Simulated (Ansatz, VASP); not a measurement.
**Two plane-wave programs on Sb**

```
CELL_PARAMETERS angstrom
2.15420 1.24373 3.75800
-2.15420 1.24373 3.75800
0.00000 -2.48746 3.75800
ATOMIC_POSITIONS crystal
Sb 0.23349 0.23349 0.23349
Sb 0.76651 0.76651 0.76651
```

Alike in both runs: task single point; functional PBEsol; k mesh 6 × 6 × 6; occupations gaussian, width 0.1 eV; no spin polarisation.

|  | VASP | Ansatz |
| --- | --- | --- |
| version | VASP 6.6.1 | Ansatz 0.2.0 |
| potentials or method | VASP PAW PBE potentials, release 64 (Sb), cutoff 520 eV | scalar-relativistic, plane waves, PAW |
| valence electrons in the cell | 10 | 30 |

Ansatz gave:

* gap on the k mesh at the Fermi level (eV): none
* pressure (GPa): 0.1
* traceless stress, the component that is largest in VASP (GPa): -0.19
* rms of the force components (eV/Å): 0.008

Task: Which values does VASP return?

Result: gap on the k mesh at the Fermi level (eV): none; pressure (GPa): 0.3; traceless stress, the component that is largest in VASP (GPa): -0.23; rms of the force components (eV/Å): 0.039.

VASP's potentials were made for PBE, not for PBEsol. Atom by atom the forces differ by 0.030 eV/Å (rms over components). A gap of «none» marks a metal or a gap that the smearing closes. VASP's potentials hold 10 valence electrons a cell and Ansatz's 30, so a difference there can come from the potentials and not from the codes.

Neither program's run includes spin-orbit coupling.
